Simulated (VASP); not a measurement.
# Al (I4/mmm) in VASP: notebook

Al is run at these levels: r2SCAN; tasks: single point.

All numbers are computed with VASP 6.6.1; they aren't measurements. Logs are shortened: lines on timing, memory, paths and dates and some standing lists are left out, and cuts for length are marked.

### 1 The cell of the first run

The structure is tetragonal, space group I4/mmm (No. 139). Conventional cell: a = 2.633 Å, b = 2.633 Å, c = 4.210 Å, α = 90.00°, β = 90.00°, γ = 90.00°. Within 3.5 Å of Al (site symmetry 4/mmm) lie 12 Al at 2.63 to 2.81 Å.

### 2 Single point, r2SCAN (strain -0.080 along x and y, +0.040 along z)

Input file POSCAR:

```
Al
1.0
    0.0000000000      1.8620616000      2.1049392000
    1.8620616000      0.0000000000      2.1049392000
    1.8620616000      1.8620616000      0.0000000000
Al
1
Direct
    0.0000000000      0.0000000000      0.0000000000
```

Input file INCAR.step1:

```
ALGO     = Normal         # electronic algorithm
EDIFF    = 1E-4           # SCF threshold, eV
ENCUT    = 520            # plane-wave cutoff, eV
GGA      = PE             # functional
ISMEAR   = 0              # smearing method
LASPH    = True           # aspherical terms in the spheres
LCHARG   = False          # write CHGCAR
LREAL    = False          # projectors in reciprocal space
LWAVE    = True           # write WAVECAR
NBANDS   = 8              # bands
NELM     = 80             # most SCF steps
PREC     = Accurate       # precision mode
SIGMA    = 0.15           # smearing width, eV
```

Input file INCAR.step2:

```
ALGO     = Normal         # electronic algorithm
EDIFF    = 1E-7           # SCF threshold, eV
ENCUT    = 520            # plane-wave cutoff, eV
ISIF     = 2              # what is computed and relaxed
ISMEAR   = 0              # smearing method
ISTART   = 1            
LASPH    = True           # aspherical terms in the spheres
LCHARG   = False          # write CHGCAR
LMIXTAU  = True         
LREAL    = False          # projectors in reciprocal space
LWAVE    = False          # write WAVECAR
METAGGA  = R2SCAN         # meta-GGA
NBANDS   = 8              # bands
NELM     = 80             # most SCF steps
PREC     = Accurate       # precision mode
SIGMA    = 0.15           # smearing width, eV
```

Input file KPOINTS:

```
k-points
0
Gamma
  20 20 20
```

Potentials or basis: VASP PAW PBE potentials, release 64 (Al).

On the command line:

```bash
> cat potpaw_PBE.64/Al/POTCAR > POTCAR
> cp INCAR.step1 INCAR
> mpirun -np 1 vasp_std > vasp.out
> cp INCAR.step2 INCAR
> mpirun -np 1 vasp_std > vasp.out
```

OUTCAR:

```text
EDIFF = 1E-7
   ENCUT = 520
   ISIF = 2
   ISMEAR = 0
   ISTART = 1
   LASPH = True
   LREAL = False
   METAGGA = R2SCAN
   NELM = 80
   PREC = Accurate

 ion  position               nearest neighbor table
   1  0.000  0.000  0.000-

  LATTYP: Found a body centered tetragonal cell.
 ALAT       =     2.6333527687
 C/A-ratio  =     1.5986762009

  Lattice vectors:

 A1 = (  -1.8620616000,   0.0000000000,   2.1049392000)
 A2 = (   1.8620616000,   0.0000000000,   2.1049392000)
 A3 = (   0.0000000000,   1.8620616000,  -2.1049392000)

Analysis of symmetry for initial positions (statically):
=====================================================================
 Subroutine PRICEL returns:
 Original cell was already a primitive cell.

 Routine SETGRP: Setting up the symmetry group for a
 body centered tetragonal supercell.

 Subroutine GETGRP returns: Found 16 space group operations
 (whereof 16 operations were pure point group operations)
 out of a pool of 16 trial point group operations.

The static configuration has the point symmetry D_4h.

Analysis of symmetry for dynamics (positions and initial velocities):
=====================================================================
 Subroutine PRICEL returns:
 Original cell was already a primitive cell.

 Routine SETGRP: Setting up the symmetry group for a
 body centered tetragonal supercell.

 Subroutine GETGRP returns: Found 16 space group operations
 (whereof 16 operations were pure point group operations)
 out of a pool of 16 trial point group operations.

The dynamic configuration has the point symmetry D_4h.

 Subroutine INISYM returns: Found 16 space group operations
 (whereof 16 operations are pure point group operations),
 and found     1 'primitive' translations

----------------------------------------------------------------------------------------

                                     Primitive cell

  volume of cell :      14.5968

  direct lattice vectors                    reciprocal lattice vectors
     0.000000000  1.862061600  2.104939200    -0.268519581  0.268519581  0.237536552
     1.862061600  0.000000000  2.104939200     0.268519581 -0.268519581  0.237536552
     1.862061600  1.862061600  0.000000000     0.268519581  0.268519581 -0.237536552

  length of vectors
     2.810345608  2.810345608  2.633352769     0.447916448  0.447916448  0.447916448

  position of ions in fractional coordinates (direct lattice)
     0.000000000  0.000000000  0.000000000

  ion indices of the primitive-cell ions
   primitive index   ion index
                 1           1

----------------------------------------------------------------------------------------

 KPOINTS: k-points

Automatic generation of k-mesh.
 Grid dimensions read from file:
 generate k-points for:   20   20   20

 Generating k-lattice:

  Cartesian coordinates                     Fractional coordinates (reciprocal lattice)
    -0.013425979  0.013425979  0.011876828     0.050000000  0.000000000  0.000000000
     0.013425979 -0.013425979  0.011876828     0.000000000  0.050000000  0.000000000
     0.013425979  0.013425979 -0.011876828     0.000000000  0.000000000  0.050000000

  Length of vectors
     0.022395822  0.022395822  0.022395822

  Shift w.r.t. Gamma in fractional coordinates (k-lattice)
     0.000000000  0.000000000  0.000000000

 Subroutine IBZKPT returns following result:
 ===========================================

 Found    641 irreducible k-points:

 Following reciprocal coordinates:
            Coordinates               Weight
  0.000000  0.000000  0.000000      1.000000
  0.050000 -0.000000  0.000000      8.000000
  0.100000 -0.000000  0.000000      8.000000
  0.150000 -0.000000  0.000000      8.000000
  0.200000 -0.000000  0.000000      8.000000
  0.250000  0.000000  0.000000      8.000000
[... 16 lines left out ...]
 -0.400000  0.050000  0.000000      8.000000
 -0.350000  0.050000  0.000000      8.000000
 [... further k-points ...]
   k-points           NKPTS =    641   k-points in BZ     NKDIM =    641   number of bands    NBANDS=      8
   number of dos      NEDOS =    301   number of ions     NIONS =      1
   total plane-waves  NPLWV =  11520
   dimension x,y,z NGX =    24 NGY =   24 NGZ =   20
   dimension x,y,z NGXF=    48 NGYF=   48 NGZF=   40
   ions per type =               1
   NGX,Y,Z   is equivalent  to a cutoff of  14.20, 14.20, 12.63 a.u.
   NGXF,Y,Z  is equivalent  to a cutoff of  28.39, 28.39, 25.25 a.u.
 SYSTEM =  unknown system
   PREC   = accura    normal or accurate (medium, high low for compatibility)
   ISTART =      1    job   : 0-new  1-cont  2-samecut
   ICHARG =      0    charge: 1-file 2-atom 10-const
   ISPIN  =      1    spin polarized calculation?
   LNONCOLLINEAR =      F non collinear calculations
   LSORBIT =      F    spin-orbit coupling
   LASPH  =      T    aspherical Exc in radial PAW
   ENCUT  =  520.0 eV  38.22 Ry    6.18 a.u.   5.23  5.23  4.90*2*pi/ulx,y,z
   NELM   =     80;   NELMIN=  2; NELMDL=  0     # of ELM steps
   EDIFF  = 0.1E-06   stopping-criterion for ELM
   LREAL  =      F    real-space projection
   EDIFFG = 0.1E-05   stopping-criterion for IOM
   NSW    =      0    number of steps for IOM
   IBRION =     -1    ionic relax: 0-MD 1-quasi-New 2-CG
   NFREE  =      0    steps in history (QN), initial steepest desc. (CG)
   ISIF   =      2    stress and relaxation
   ISYM   =      2    0-nonsym 1-usesym 2-fastsym
   POTIM  = 0.5000    time-step for ionic-motion
   TEBEG  =    0.0;   TEEND  =   0.0 temperature during run
   PSTRESS=    0.0 pullay stress
   NELECT =       3.0000    total number of electrons
   NUPDOWN=      -1.0000    fix difference up-down
   EMIN   =  10.00;   EMAX   =-10.00  energy-range for DOS
   EFERMI =   0.00;   METHOD = LEGACY
   ISMEAR =     0;   SIGMA  =   0.15  broadening in eV -4-tet -1-fermi 0-gaus
   EFERMI_NEDOS =   21; number of points for ismear=-14 and -15
   IALGO  =     38    algorithm
   IMIX   =      4    mixing-type and parameters
     AMIX     =   0.40;   BMIX     =  1.00
     AMIX_MAG =   1.60;   BMIX_MAG =  1.00
  volume/ion in A,a.u.               =      14.60        98.50
  Fermi-wavevector in a.u.,A,eV,Ry     =   0.966116  1.825695 12.699413  0.933381
  Thomas-Fermi vector in A             =   2.095890
   LORBIT       =      0    0 simple, 1 ext, 2 COOP (PROOUT), +10 PAW based schemes
   METAGGA = R2SCAN    functional components
   LHFCALC =     F    Hartree Fock is set to
   AEXX    =    0.0000 exact exchange contribution
   IVDW    =     0    specifies the selected vdW correction
   LEPSILON=     F    determine dielectric tensor
   LRPA    =     F    only Hartree local field effects (RPA)
 non-spin polarized calculation
 Gauss-broadening in eV      SIGMA  =   0.15
  energy-cutoff  :      520.00
  volume of cell :       14.60
 maximum number of plane-waves:       403
 NGX is ok and might be reduce to    24
   NGX = 11   NGY = 11   NGZ =  9

 number of electron       3.0000000 magnetization

 Free energy of the ion-electron system (eV)
  ---------------------------------------------------
  ext. energy  EPLUGINS =         0.00000000
  ---------------------------------------------------
  free energy    TOTEN  =        -6.65094212 eV

  energy without entropy =       -6.64554949  energy(sigma->0) =       -6.64824581

 E-fermi :   9.3151     XC(G=0): -11.3727

 val. band max:        9.3145544163   @ k =  -0.4000   0.3000   0.0000
 cond. band min:       9.3205858621   @ k =  -0.4500   0.2500   0.2000
 fundamental gap:      0.0060314458
 Fermi energy:         9.3150618111

 k-point     1 :       0.0000    0.0000    0.0000
  band No.  band energies     occupation
      1      -3.3858      2.00000
      2      22.5397      0.00000
      3      24.1457      0.00000
      4      24.1458      0.00000
      5      26.3209      0.00000
      6      26.3209      0.00000
      7      26.6973      0.00000
      8      27.4636      0.00000

 k-point     2 :       0.0500   -0.0000    0.0000
  band No.  band energies     occupation
      1      -3.3072      2.00000
      2      21.8924      0.00000
      3      23.2577      0.00000
      4      23.9910      0.00000
      5      26.4728      0.00000
      6      26.6033      0.00000
      7      26.9120      0.00000
      8      27.2702      0.00000

 k-point     3 :       0.1000   -0.0000    0.0000
  band No.  band energies     occupation
      1      -3.0715      2.00000
      2      19.9914      0.00000
      3      22.4720      0.00000
      4      23.6785      0.00000
      5      25.8409      0.00000
      6      26.7656      0.00000
      7      27.2981      0.00000
      8      27.8790      0.00000

 k-point     4 :       0.1500   -0.0000    0.0000
  band No.  band energies     occupation
      1      -2.6796      2.00000
      2      17.7588      0.00000
      3      21.8705      0.00000
      4      23.3787      0.00000
      5      24.8534      0.00000
      6      26.5777      0.00000
      7      28.2319      0.00000
      8      28.9614      0.00000

 k-point     5 :       0.2000   -0.0000    0.0000
  band No.  band energies     occupation
      1      -2.1331      2.00000
      2      15.5294      0.00000
      3      21.3463      0.00000
      4      23.1579      0.00000
      5      23.8892      0.00000
      6      26.3975      0.00000
      7      29.3253      0.00000
      8      30.0843      0.00000
[... 177 lines left out ...]
 k-point    22 :      -0.4500    0.0500    0.0000
  band No.  band energies     occupation
      1       3.4308      2.00000
      2       5.3141      2.00000
      3      18.2894      0.00000
      4      22.3848      0.00000
      5      23.4709      0.00000
      6      25.4377      0.00000
      7      27.2728      0.00000
      8      28.4520      0.00000

 k-point    23 :      -0.4000    0.0500    0.0000
  band No.  band energies     occupation
      1       2.1445      2.00000
      2       6.8889      2.00000
      3      18.2482      0.00000
      4      22.7708      0.00000
      5      23.9461      0.00000
      6      25.2312      0.00000
      7      27.5600      0.00000
      8      28.3571      0.00000

 k-point    24 :      -0.3500    0.0500    0.0000
  band No.  band energies     occupation
      1       0.9517      2.00000
      2       8.6399      2.00000
      3      18.3379      0.00000
      4      23.2706      0.00000
      5      24.1371      0.00000
      6      25.5608      0.00000
      7      27.3694      0.00000
      8      28.9877      0.00000

 [... further k-points ...]
[... 5 lines left out ...]
  --------------------------------------------------------------------------------------
  -------------------------------------------------------------------------------------
  Total        1.4461952      1.4461952      0.0801041      0.0000000      0.0000000     -0.0000000
  in kB      158.7376145    158.7376145      8.7924102      0.0000000      0.0000000     -0.0000000
  external PRESSURE =     108.7558798 kB  Pullay stress =       0.0000000 kB

 VOLUME and BASIS-vectors are now :
 -----------------------------------------------------------------------------
  energy-cutoff  :      520.00
  volume of cell :       14.60
      direct lattice vectors                 reciprocal lattice vectors
     0.000000000  1.862061600  2.104939200    -0.268519581  0.268519581  0.237536552
     1.862061600  0.000000000  2.104939200     0.268519581 -0.268519581  0.237536552
     1.862061600  1.862061600  0.000000000     0.268519581  0.268519581 -0.237536552

 POSITION                                       TOTAL-FORCE (eV/Angst)
 -----------------------------------------------------------------------------------
      0.00000      0.00000      0.00000         0.000000      0.000000      0.000000
 -----------------------------------------------------------------------------------
    total drift:                               -0.000000      0.000000      0.000000

  FREE ENERGIE OF THE ION-ELECTRON SYSTEM (eV)
  ---------------------------------------------------
  free  energy   TOTEN  =        -6.6509421178 eV

  energy  without entropy=       -6.6455494950  energy(sigma->0) =       -6.64824581
```

Wall time 4.2 min (1 thread of AMD EPYC 7R13 (Zen 3), shared host); peak memory 0.15 GiB.

What came out:

```yaml
Free_energy: -6.6509 eV
Pressure: 10.9 GPa
```

Levels at points of the mesh, in eV from the Fermi level:
| k point | band 1 | band 2 | band 3 | band 4 |
| --- | --- | --- | --- | --- |
| (0.00, 0.00, 0.00) | -12.70 | 13.22 | 14.83 | 14.83 |
| (0.50, 0.00, 0.00) | -5.44 | -4.60 | 10.89 | 11.30 |
| (0.50, 0.50, 0.00) | -4.67 | -3.43 | 6.67 | 8.51 |
| (0.50, 0.00, 0.50) | -2.67 | -0.81 | 5.18 | 5.52 |

Caveat: the cell differs from its parent crystal (strain -0.080 along x and y, +0.040 along z); the PAW data sets were made with another functional, which shifts forces and pressure a little.

### 3 Single point, r2SCAN (strain -0.080 along x and y, +0.080 along z)

Input file POSCAR:

```
Al
1.0
    0.0000000000      1.8620616000      2.1858984000
    1.8620616000      0.0000000000      2.1858984000
    1.8620616000      1.8620616000      0.0000000000
Al
1
Direct
    0.0000000000      0.0000000000      0.0000000000
```

Input file INCAR.step1:

```
SYSTEM = Al
PREC = Accurate
ENCUT = 520
ISMEAR = 0
SIGMA = 0.15
LREAL = .FALSE.
LASPH = .TRUE.
NELM = 100
NBANDS = 8
GGA = PE
ALGO = Normal
EDIFF = 1E-4
LWAVE = .TRUE.
LCHARG = .FALSE.
```

Input file INCAR.step2:

```
SYSTEM = Al
PREC = Accurate
ENCUT = 520
EDIFF = 1E-6
ISMEAR = 0
SIGMA = 0.15
LREAL = .FALSE.
LASPH = .TRUE.
NELM = 100
ALGO = Normal
ISIF = 2
LWAVE = .FALSE.
LCHARG = .FALSE.
METAGGA = R2SCAN
LMIXTAU = .TRUE.
NBANDS = 8
ISTART = 1
```

Input file KPOINTS:

```
Automatic mesh
0
G
  20 20 20
  0 0 0
```

Potentials or basis: VASP PAW PBE potentials, release 64 (Al).

On the command line:

```bash
> cat potpaw_PBE.64/Al/POTCAR > POTCAR
> cp INCAR.step1 INCAR
> mpirun -np 1 vasp_std > vasp.out
> cp INCAR.step2 INCAR
> mpirun -np 1 vasp_std > vasp.out
```

Wall time 3.9 min (1 thread of AMD EPYC 7R13 (Zen 3), shared host); peak memory 0.15 GiB.

The run converged. Its results:

```yaml
Free_energy: -6.6459 eV
Pressure: 7.2 GPa
```

Stress tensor (GPa, compression positive):
```
12.82  0.00  0.00
 0.00 12.82  0.00
 0.00  0.00 -3.97
```

Levels at points of the mesh, in eV from the Fermi level:
| k point | band 1 | band 2 | band 3 | band 4 | band 5 | band 6 |
| --- | --- | --- | --- | --- | --- | --- |
| (0.00, 0.00, 0.00) | -12.45 | 12.79 | 14.88 | 14.88 | 16.47 | 16.47 |
| (0.50, 0.00, 0.00) | -5.29 | -4.53 | 10.12 | 10.15 | 14.68 | 15.81 |
| (0.50, 0.50, 0.00) | -4.87 | -3.93 | 6.96 | 8.81 | 8.81 | 12.97 |
| (0.50, 0.00, 0.50) | -2.39 | -0.52 | 5.00 | 5.14 | 6.24 | 9.84 |

Caveat: the cell differs from its parent crystal (strain -0.080 along x and y, +0.080 along z); the PAW data sets were made with another functional, which shifts forces and pressure a little.

### 4 Single point, r2SCAN (strain +0.000 along x and y, -0.080 along z)

Input file POSCAR:

```
Al
1.0
    0.0000000000      2.0239800000      1.8620616000
    2.0239800000      0.0000000000      1.8620616000
    2.0239800000      2.0239800000      0.0000000000
Al
1
Direct
    0.0000000000      0.0000000000      0.0000000000
```

Input file INCAR.step1:

```
SYSTEM = Al
PREC = Accurate
ENCUT = 520
ISMEAR = 0
SIGMA = 0.15
LREAL = .False.
LASPH = .True.
NELM = 100
NBANDS = 8
GGA = PE
ALGO = Normal
EDIFF = 1E-4
LWAVE = .True.
LCHARG = .False.
```

Input file INCAR.step2:

```
SYSTEM = Al
PREC = Accurate
ENCUT = 520
EDIFF = 1E-7
ISMEAR = 0
SIGMA = 0.15
LREAL = .False.
LASPH = .True.
NELM = 100
ALGO = Normal
ISIF = 2
LWAVE = .False.
LCHARG = .True.
METAGGA = R2SCAN
LMIXTAU = .True.
LELF = .True.
LVHAR = .True.
NBANDS = 8
ISTART = 1
```

Input file KPOINTS:

```
regular mesh
0
Gamma
  20 20 20
  0 0 0
```

On the command line:

```bash
> cat potpaw_PBE.64/Al/POTCAR > POTCAR
> cp INCAR.step1 INCAR
> mpirun -np 1 vasp_std > vasp.out
> cp INCAR.step2 INCAR
> mpirun -np 1 vasp_std > vasp.out
```

It took 3.7 min on 1 thread of AMD EPYC 7R13 (Zen 3), shared host; peak memory 0.15 GiB.

The run converged. Its results:

- Free energy: -6.7153 eV
- Pressure: 4.5 GPa

Stress tensor (GPa, compression positive):
```
2.47 0.00 0.00
0.00 2.47 0.00
0.00 0.00 8.63
```

Levels at points of the mesh, in eV from the Fermi level:
| k point | band 1 | band 2 | band 3 | band 4 | band 5 |
| --- | --- | --- | --- | --- | --- |
| (0.00, 0.00, 0.00) | -12.41 | 13.56 | 13.56 | 14.51 | 16.19 |
| (0.50, 0.00, 0.00) | -5.31 | -4.62 | 11.44 | 12.11 | 13.25 |
| (0.50, 0.50, 0.00) | -2.33 | -0.49 | 4.77 | 5.28 | 5.28 |
| (0.50, 0.00, 0.50) | -3.80 | -2.29 | 5.94 | 6.79 | 7.33 |

Caveat: the cell differs from its parent crystal (strain +0.000 along x and y, -0.080 along z); the PAW data sets were made with another functional, which shifts forces and pressure a little.

### 5 Single point, r2SCAN (strain +0.080 along x and y, +0.000 along z)

Input file POSCAR:

```
Al
1.0
    0.0000000000      2.1858984000      2.0239800000
    2.1858984000      0.0000000000      2.0239800000
    2.1858984000      2.1858984000      0.0000000000
Al
1
Direct
    0.0000000000      0.0000000000      0.0000000000
```

Input file INCAR.step1:

```
SYSTEM = Al
  PREC = Accurate
  ENCUT = 520
  ISMEAR = 0
  SIGMA = 0.15
  LREAL = .False.
  LASPH = .True.
  NELM = 100
  NBANDS = 8
  GGA = PE
  ALGO = Normal
  EDIFF = 1E-4
  LWAVE = .True.
  LCHARG = .False.
```

Input file INCAR.step2:

```
SYSTEM = Al
  PREC = Accurate
  ENCUT = 520
  EDIFF = 1E-6
  ISMEAR = 0
  SIGMA = 0.15
  LREAL = .False.
  LASPH = .True.
  NELM = 100
  ALGO = Normal
  ISIF = 2
  LWAVE = .False.
  LCHARG = .True.
  METAGGA = R2SCAN
  LMIXTAU = .True.
  LELF = .True.
  LVHAR = .True.
  NBANDS = 8
  ISTART = 1
```

Input file KPOINTS:

```
Automatic mesh
0
Gamma
  20 20 20
  0 0 0
```

On the command line:

```bash
> cat potpaw_PBE.64/Al/POTCAR > POTCAR
> cp INCAR.step1 INCAR
> mpirun -np 1 vasp_std > vasp.out
> cp INCAR.step2 INCAR
> mpirun -np 1 vasp_std > vasp.out
```

Run time: 1.8 min. Hardware: 1 thread of Intel Xeon Platinum 8488C (Sapphire Rapids), shared host; peak memory 0.2 GiB.

Results (log left out):

```yaml
Free_energy: -6.5819 eV
Pressure: -11.3 GPa
```

Stress tensor (GPa, compression positive):
```
-11.92   0.00   0.00
  0.00 -11.92   0.00
  0.00   0.00 -10.08
```

Levels at points of the mesh, in eV from the Fermi level:
```tsv
k point	band 1	band 2	band 3	band 4
(0.00, 0.00, 0.00)	-10.76	12.29	12.29	13.01
(0.50, 0.00, 0.00)	-4.34	-4.32	9.81	10.57
(0.50, 0.50, 0.00)	-2.02	-0.55	4.41	4.41
(0.50, 0.00, 0.50)	-3.12	-2.14	5.51	5.79
```

Caveat: the cell differs from its parent crystal (strain +0.080 along x and y, +0.000 along z); the PAW data sets were made with another functional, which shifts forces and pressure a little.

### 6 The runs side by side

```csv
cell,gap on the mesh (eV),pressure (GPa)
"a = 2.810, b = 2.810, c = 2.633 Å, angles 62.1, 62.1, 55.9°, 1 atom",none,10.9
"a = 2.871, b = 2.871, c = 2.633 Å, angles 62.7, 62.7, 54.6°, 1 atom",none,7.2
"a = 2.750, b = 2.750, c = 2.862 Å, angles 58.6, 58.6, 62.7°, 1 atom",none,4.5
"a = 2.979, b = 2.979, c = 3.091 Å, angles 58.7, 58.7, 62.5°, 1 atom",none,-11.3
```

Alike in all rows: task single point; level r2SCAN; potentials or basis VASP PAW PBE potentials, release 64 (Al); no spin polarisation; k mesh 20 × 20 × 20; cutoff (eV) 520; smearing gaussian 0.15 eV.

Caveats: the PAW data sets were made with another functional, which shifts forces and pressure a little.

Absolute energies hang on the potentials; compare differences alone.
